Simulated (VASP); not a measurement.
# NaCl (Pm-3m) in VASP: further runs

Aim: see how the results for NaCl move with the level of theory and the settings. Levels: LDA, RPBE, PBE. Tasks: single point.

Program: VASP 6.6.1. These are calculated values, not measurements. Logs are shortened: lines on timing, memory, paths and dates and some standing lists are left out, and cuts for length are marked.

## Step 1: The cell of the first run

It takes space group Pm-3m (No. 221, cubic). The conventional cell has a = 3.502 Å, b = 3.502 Å, c = 3.502 Å, α = 90.00°, β = 90.00°, γ = 90.00°. Cl (site symmetry m-3m) has 8 Na at 3.03 Å and 6 Cl at 3.50 Å within 4.0 Å. Na (site symmetry m-3m) has 8 Cl at 3.03 Å and 6 Na at 3.50 Å within 4.0 Å.

## Step 2: Single point, LDA

The input, INCAR:

```
PREC = Accurate
ENCUT = 520
EDIFF = 1E-6
ISMEAR = -1
SIGMA = 0.05
LREAL = False
LASPH = True
NELM = 80
ALGO = Normal
ISIF = 2
LWAVE = False
LCHARG = False
GGA = CA
NBANDS = 14
```

The input, KPOINTS:

```
Automatic mesh
0
Gamma
  8 8 8
```

The input, POSCAR:

```
NaCl
1.0
    3.5021900000      0.0000000000      0.0000000000
    0.0000000000      3.5021900000      0.0000000000
    0.0000000000      0.0000000000      3.5021900000
Cl Na
1 1
Direct
    0.5000000000      0.5000000000      0.5000000000
    0.0000000000      0.0000000000      0.0000000000
```

Potentials or basis: VASP PAW LDA potentials, release 64 (Cl, Na_pv).

Launch:

```console
cat potpaw_LDA.64/Cl/POTCAR potpaw_LDA.64/Na_pv/POTCAR > POTCAR
mpirun -np 1 vasp_std > vasp.out
```

OUTCAR:

```text
PREC = Accurate
   ENCUT = 520
   EDIFF = 1E-6
   ISMEAR = -1
   LREAL = False
   LASPH = True
   NELM = 80
   ISIF = 2
   GGA = CA

 ion  position               nearest neighbor table
   1  0.500  0.500  0.500-
   2  0.000  0.000  0.000-

  LATTYP: Found a simple cubic cell.
 ALAT       =     3.5021900000

  Lattice vectors:

 A1 = (   3.5021900000,   0.0000000000,   0.0000000000)
 A2 = (   0.0000000000,   3.5021900000,   0.0000000000)
 A3 = (   0.0000000000,   0.0000000000,   3.5021900000)

Analysis of symmetry for initial positions (statically):
=====================================================================
 Subroutine PRICEL returns:
 Original cell was already a primitive cell.

 Routine SETGRP: Setting up the symmetry group for a
 simple cubic supercell.

 Subroutine GETGRP returns: Found 48 space group operations
 (whereof 48 operations were pure point group operations)
 out of a pool of 48 trial point group operations.

The static configuration has the point symmetry O_h .

Analysis of symmetry for dynamics (positions and initial velocities):
=====================================================================
 Subroutine PRICEL returns:
 Original cell was already a primitive cell.

 Routine SETGRP: Setting up the symmetry group for a
 simple cubic supercell.

 Subroutine GETGRP returns: Found 48 space group operations
 (whereof 48 operations were pure point group operations)
 out of a pool of 48 trial point group operations.

The dynamic configuration has the point symmetry O_h .

 Subroutine INISYM returns: Found 48 space group operations
 (whereof 48 operations are pure point group operations),
 and found     1 'primitive' translations

----------------------------------------------------------------------------------------

                                     Primitive cell

  volume of cell :      42.9555

  direct lattice vectors                    reciprocal lattice vectors
     3.502190000  0.000000000  0.000000000     0.285535622  0.000000000  0.000000000
     0.000000000  3.502190000  0.000000000     0.000000000  0.285535622  0.000000000
     0.000000000  0.000000000  3.502190000     0.000000000  0.000000000  0.285535622

  length of vectors
     3.502190000  3.502190000  3.502190000     0.285535622  0.285535622  0.285535622

  position of ions in fractional coordinates (direct lattice)
     0.500000000  0.500000000  0.500000000
     0.000000000  0.000000000  0.000000000

  ion indices of the primitive-cell ions
   primitive index   ion index
                 1           1
                 2           2

----------------------------------------------------------------------------------------

 KPOINTS: Automatic mesh

Automatic generation of k-mesh.
 Grid dimensions read from file:
 generate k-points for:    8    8    8

 Generating k-lattice:

  Cartesian coordinates                     Fractional coordinates (reciprocal lattice)
     0.035691953  0.000000000  0.000000000     0.125000000  0.000000000  0.000000000
     0.000000000  0.035691953  0.000000000     0.000000000  0.125000000  0.000000000
     0.000000000  0.000000000  0.035691953     0.000000000  0.000000000  0.125000000

  Length of vectors
     0.035691953  0.035691953  0.035691953

  Shift w.r.t. Gamma in fractional coordinates (k-lattice)
     0.000000000  0.000000000  0.000000000

 Subroutine IBZKPT returns following result:
 ===========================================

 Found     35 irreducible k-points:

 Following reciprocal coordinates:
            Coordinates               Weight
  0.000000  0.000000  0.000000      1.000000
  0.125000  0.000000  0.000000      6.000000
  0.250000  0.000000  0.000000      6.000000
  0.375000  0.000000  0.000000      6.000000
  0.500000  0.000000  0.000000      3.000000
  0.125000  0.125000  0.000000     12.000000
[... 16 lines left out ...]
  0.375000  0.375000  0.125000     24.000000
  0.500000  0.375000  0.125000     24.000000
 [... further k-points ...]
   k-points           NKPTS =     35   k-points in BZ     NKDIM =     35   number of bands    NBANDS=     14
   number of dos      NEDOS =    301   number of ions     NIONS =      2
   total plane-waves  NPLWV =  21952
   dimension x,y,z NGX =    28 NGY =   28 NGZ =   28
   dimension x,y,z NGXF=    56 NGYF=   56 NGZF=   56
   ions per type =               1   1
   NGX,Y,Z   is equivalent  to a cutoff of  13.29, 13.29, 13.29 a.u.
   NGXF,Y,Z  is equivalent  to a cutoff of  26.58, 26.58, 26.58 a.u.
 SYSTEM =  unknown system
   PREC   = accura    normal or accurate (medium, high low for compatibility)
   ISTART =      0    job   : 0-new  1-cont  2-samecut
   ICHARG =      2    charge: 1-file 2-atom 10-const
   ISPIN  =      1    spin polarized calculation?
   LNONCOLLINEAR =      F non collinear calculations
   LSORBIT =      F    spin-orbit coupling
   LASPH  =      T    aspherical Exc in radial PAW
   ENCUT  =  520.0 eV  38.22 Ry    6.18 a.u.   6.51  6.51  6.51*2*pi/ulx,y,z
   NELM   =     80;   NELMIN=  2; NELMDL= -5     # of ELM steps
   EDIFF  = 0.1E-05   stopping-criterion for ELM
   LREAL  =      F    real-space projection
   EDIFFG = 0.1E-04   stopping-criterion for IOM
   NSW    =      0    number of steps for IOM
   IBRION =     -1    ionic relax: 0-MD 1-quasi-New 2-CG
   NFREE  =      0    steps in history (QN), initial steepest desc. (CG)
   ISIF   =      2    stress and relaxation
   ISYM   =      2    0-nonsym 1-usesym 2-fastsym
   POTIM  = 0.5000    time-step for ionic-motion
   TEBEG  =    0.0;   TEEND  =   0.0 temperature during run
   PSTRESS=    0.0 pullay stress
   NELECT =      14.0000    total number of electrons
   NUPDOWN=      -1.0000    fix difference up-down
   EMIN   =  10.00;   EMAX   =-10.00  energy-range for DOS
   EFERMI =   0.00;   METHOD = LEGACY
   ISMEAR =    -1;   SIGMA  =   0.05  broadening in eV -4-tet -1-fermi 0-gaus
   EFERMI_NEDOS =   21; number of points for ismear=-14 and -15
   IALGO  =     38    algorithm
   IMIX   =      4    mixing-type and parameters
     AMIX     =   0.40;   BMIX     =  1.00
     AMIX_MAG =   1.60;   BMIX_MAG =  1.00
  volume/ion in A,a.u.               =      21.48       144.94
  Fermi-wavevector in a.u.,A,eV,Ry     =   1.126621  2.129005 17.269530  1.269275
  Thomas-Fermi vector in A             =   2.263304
   LORBIT       =      0    0 simple, 1 ext, 2 COOP (PROOUT), +10 PAW based schemes
   GGA     = CA    functional components
   LHFCALC =     F    Hartree Fock is set to
   AEXX    =    0.0000 exact exchange contribution
   IVDW    =     0    specifies the selected vdW correction
   LEPSILON=     F    determine dielectric tensor
   LRPA    =     F    only Hartree local field effects (RPA)
 non-spin polarized calculation
  energy-cutoff  :      520.00
  volume of cell :       42.96
 maximum number of plane-waves:      1189
 NGX is ok and might be reduce to    28
   NGX = 13   NGY = 13   NGZ = 13

 number of electron      13.9999992 magnetization

 Free energy of the ion-electron system (eV)
  ---------------------------------------------------
  ext. energy  EPLUGINS =         0.00000000
  ---------------------------------------------------
  free energy    TOTEN  =        -7.07226291 eV

  energy without entropy =       -7.07226291  energy(sigma->0) =       -7.07226291

 E-fermi :   1.3247     XC(G=0):  -8.9543

 val. band max:        0.2129275621   @ k =   0.5000   0.5000   0.0000
 cond. band min:       3.8201064007   @ k =   0.0000   0.0000   0.0000
 fundamental gap:      3.6071788385
 Fermi energy:         1.3246895994

 k-point     1 :       0.0000    0.0000    0.0000
  band No.  band energies     occupation
      1     -21.7883      2.00000
      2     -21.7883      2.00000
      3     -21.7883      2.00000
      4     -13.0999      2.00000
      5      -0.2964      2.00000
      6      -0.2964      2.00000
      7      -0.2964      2.00000
      8       3.8201      0.00000
      9       8.4905      0.00000
     10       8.4905      0.00000
     11      15.4821      0.00000
     12      15.4821      0.00000
     13      15.4823      0.00000
     14      16.0379      0.00000

 k-point     2 :       0.1250    0.0000    0.0000
  band No.  band energies     occupation
      1     -21.7946      2.00000
      2     -21.7877      2.00000
      3     -21.7877      2.00000
      4     -13.0489      2.00000
      5      -0.8168      2.00000
      6      -0.2625      2.00000
      7      -0.2625      2.00000
      8       4.2839      0.00000
      9       8.6645      0.00000
     10       8.8221      0.00000
     11      14.2957      0.00000
     12      14.2957      0.00000
     13      15.0897      0.00000
     14      16.1630      0.00000

 k-point     3 :       0.2500    0.0000    0.0000
  band No.  band energies     occupation
      1     -21.8099      2.00000
      2     -21.7863      2.00000
      3     -21.7863      2.00000
      4     -12.9209      2.00000
      5      -1.7848      2.00000
      6      -0.1783      2.00000
      7      -0.1783      2.00000
      8       5.1986      0.00000
      9       9.1742      0.00000
     10       9.2826      0.00000
     11      13.0035      0.00000
     12      13.0035      0.00000
     13      14.9931      0.00000
     14      15.5226      0.00000
[... 324 lines left out ...]
 k-point    23 :       0.3750    0.3750    0.1250
  band No.  band energies     occupation
      1     -21.8177      2.00000
      2     -21.8164      2.00000
      3     -21.7873      2.00000
      4     -12.5005      2.00000
      5      -1.9984      2.00000
      6      -1.8564      2.00000
      7      -0.2203      2.00000
      8       6.2701      0.00000
      9       8.8633      0.00000
     10       9.8893      0.00000
     11      11.1624      0.00000
     12      13.2261      0.00000
     13      13.4839      0.00000
     14      16.6891      0.00000

 k-point    24 :       0.5000    0.3750    0.1250
  band No.  band energies     occupation
      1     -21.8226      2.00000
      2     -21.8159      2.00000
      3     -21.7867      2.00000
      4     -12.4555      2.00000
      5      -2.1809      2.00000
      6      -1.8195      2.00000
      7      -0.1720      2.00000
      8       5.9571      0.00000
      9       9.2828      0.00000
     10       9.6329      0.00000
     11      11.0274      0.00000
     12      13.4817      0.00000
     13      13.5013      0.00000
     14      16.2197      0.00000

 [... further k-points ...]
[... 5 lines left out ...]
  --------------------------------------------------------------------------------------
  -------------------------------------------------------------------------------------
  Total       -0.8320489     -0.8320489     -0.8320489     -0.0000000     -0.0000000      0.0000000
  in kB      -31.0341837    -31.0341837    -31.0341837     -0.0000000     -0.0000000      0.0000000
  external PRESSURE =     -31.0341837 kB  Pullay stress =       0.0000000 kB

 VOLUME and BASIS-vectors are now :
 -----------------------------------------------------------------------------
  energy-cutoff  :      520.00
  volume of cell :       42.96
      direct lattice vectors                 reciprocal lattice vectors
     3.502190000  0.000000000  0.000000000     0.285535622  0.000000000  0.000000000
     0.000000000  3.502190000  0.000000000     0.000000000  0.285535622  0.000000000
     0.000000000  0.000000000  3.502190000     0.000000000  0.000000000  0.285535622

 POSITION                                       TOTAL-FORCE (eV/Angst)
 -----------------------------------------------------------------------------------
      1.75110      1.75110      1.75110         0.000000      0.000000      0.000000
      0.00000      0.00000      0.00000         0.000000      0.000000      0.000000
 -----------------------------------------------------------------------------------
    total drift:                               -0.000000      0.000000      0.000000

  FREE ENERGIE OF THE ION-ELECTRON SYSTEM (eV)
  ---------------------------------------------------
  free  energy   TOTEN  =        -7.0722629059 eV

  energy  without entropy=       -7.0722629059  energy(sigma->0) =       -7.07226291
```

It took 14 s on 1 thread of Intel Xeon 6975P-C, shared host; peak memory 0.14 GiB.

What came out:

* Free energy: -7.0723 eV
* Pressure: -3.1 GPa
* Band gap on the k mesh: 3.61 eV, indirect (least direct gap 4.12 eV)

A k mesh can miss the band edges.

## Step 3: Single point, RPBE

The input, INCAR:

```
SYSTEM = NaCl
PREC     = Accurate       ! precision mode
ENCUT    = 520            ! plane-wave cutoff, eV
EDIFF    = 1E-6           ! SCF threshold, eV
ISMEAR   = -1             ! smearing method
SIGMA    = 0.05           ! smearing width, eV
LREAL    = .False.        ! projectors in reciprocal space
LASPH    = .True.         ! aspherical terms in the spheres
NELM     = 60             ! most SCF steps
ALGO     = Normal         ! electronic algorithm
ISIF     = 2              ! what is computed and relaxed
LWAVE    = .False.        ! write WAVECAR
LCHARG   = .True.         ! write CHGCAR
GGA      = RP             ! functional
LELF     = .True.         ! ELF
LVHAR    = .True.       
NBANDS   = 14             ! bands
```

The input, KPOINTS:

```
regular mesh
0
Gamma
  8 8 8
  0 0 0
```

POSCAR is that of step 2.

Potentials or basis: VASP PAW PBE potentials, release 64 (Cl, Na_pv).

Launch:

```console
cat potpaw_PBE.64/Cl/POTCAR potpaw_PBE.64/Na_pv/POTCAR > POTCAR
mpirun -np 1 vasp_std > vasp.out
```

Run time: 18 s. Hardware: 1 thread of Intel Xeon 6975P-C, shared host; peak memory 0.16 GiB.

Results (log left out):

* Free energy: -6.1045 eV
* Pressure: 1.9 GPa
* Band gap on the k mesh: 4.27 eV, indirect (least direct gap 4.75 eV)

Levels at points of the mesh, in eV from the valence-band top:
```
           k point  band 5  band 6  band 7  band 8  band 9  band 10
(0.00, 0.00, 0.00)   -0.48   -0.48   -0.48    4.27    8.76     8.76
(0.50, 0.00, 0.00)   -2.87   -0.25   -0.25    7.19    8.81    10.62
(0.50, 0.50, 0.00)   -2.21   -2.21    0.00    5.79   10.06    11.32
(0.50, 0.50, 0.50)   -1.81   -1.81   -1.81    7.36    7.36     7.36
```

Caveat: the PAW data sets were made with another functional, which shifts forces and pressure a little. A k mesh can miss the band edges.

## Step 4: Single point, PBE

The input, INCAR:

```
SYSTEM = NaCl
PREC     = Accurate       ! precision mode
ENCUT    = 520            ! plane-wave cutoff, eV
EDIFF    = 1E-6           ! SCF threshold, eV
ISMEAR   = 0              ! smearing method
SIGMA    = 0.019000000000000003 ! smearing width, eV
LREAL    = .False.        ! projectors in reciprocal space
LASPH    = .True.         ! aspherical terms in the spheres
NELM     = 80             ! most SCF steps
ALGO     = Normal         ! electronic algorithm
ISIF     = 2              ! what is computed and relaxed
LWAVE    = .False.        ! write WAVECAR
LCHARG   = .False.        ! write CHGCAR
GGA      = PE             ! functional
NBANDS   = 14             ! bands
```

KPOINTS is that of step 3.

POSCAR is that of step 3.

Launch:

```console
cat potpaw_PBE.64/Cl/POTCAR potpaw_PBE.64/Na_pv/POTCAR > POTCAR
mpirun -np 1 vasp_std > vasp.out
```

Run time: 13 s. Hardware: 1 thread of Intel Xeon 6975P-C, shared host; peak memory 0.15 GiB.

The run converged. Its results:

* Free energy: -6.4687 eV
* Pressure: 0.1 GPa
* Band gap on the k mesh: 3.98 eV, indirect (least direct gap 4.47 eV)

Levels at points of the mesh, in eV from the valence-band top:
```csv
k point,band 3,band 4,band 5,band 6,band 7,band 8,band 9,band 10,band 11,band 12
"(0.00, 0.00, 0.00)",-22.07,-13.38,-0.49,-0.49,-0.49,3.98,8.58,8.58,15.69,15.69
"(0.50, 0.00, 0.00)",-22.07,-13.02,-2.94,-0.26,-0.26,6.92,8.56,10.51,11.84,11.84
"(0.50, 0.50, 0.00)",-22.07,-12.75,-2.26,-2.26,0.00,5.54,9.88,11.03,11.03,12.60
"(0.50, 0.50, 0.50)",-22.10,-12.48,-1.84,-1.84,-1.84,7.12,7.12,7.12,11.65,15.88
```

A k mesh can miss the band edges. Expect the measured gap to be larger: semilocal functionals such as PBE lack the derivative discontinuity.

## Step 5: Summary

```tsv
level	potentials or basis	smearing	gap on the mesh (eV)	pressure (GPa)
LDA	VASP PAW LDA potentials, release 64 (Cl, Na_pv)	fermi-dirac 0.05 eV	3.61	-3.1
RPBE	VASP PAW PBE potentials, release 64 (Cl, Na_pv)	fermi-dirac 0.05 eV	4.27	1.9
PBE	VASP PAW PBE potentials, release 64 (Cl, Na_pv)	gaussian 0.019 eV	3.98	0.1
```

Alike in all rows: task single point; no spin polarisation; cell as given; k mesh 8 × 8 × 8; cutoff (eV) 520.

Caveats: the PAW data sets were made with another functional, which shifts forces and pressure a little (some runs).

Absolute energies hang on the potentials; compare differences alone.
